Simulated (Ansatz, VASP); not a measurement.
Two plane-wave programs on CsSnI3

```
CELL_PARAMETERS angstrom
6.17844 0.00000 0.00000
0.00000 6.17844 0.00000
0.00000 0.00000 6.17844
ATOMIC_POSITIONS crystal
Cs 0.00000 0.00000 0.00000
Sn 0.50000 0.50000 0.50000
I 0.50000 0.50000 0.00000
I 0.50000 0.00000 0.50000
I 0.00000 0.50000 0.50000
```

Alike in both runs: task single point; functional r2SCAN; k mesh 4 × 4 × 4; no spin polarisation.

|  | VASP | Ansatz |
| --- | --- | --- |
| version | VASP 6.6.1 | Ansatz 0.2.0 |
| potentials or method | VASP PAW PBE potentials, release 64 (Cs_sv, Sn_d, I) | plane waves, PAW |
| plane-wave cutoff (eV) | 520 | 500 |
| occupations | gaussian, width 0.01 eV | fixed |
| valence electrons in the cell | 44 | 74 |

|  | VASP | Ansatz | Ansatz less VASP |
| --- | --- | --- | --- |
| gap on the k mesh at the Fermi level (eV) | 0.36 | 0.36 | +0.001 |
| pressure (GPa) | 0.6 | 0.6 | +0.01 |

VASP's potentials were made for PBE, not for r2SCAN. VASP's potentials hold 44 valence electrons a cell and Ansatz's 74, so a difference there can come from the potentials and not from the codes.

Spin-orbit coupling is off throughout.
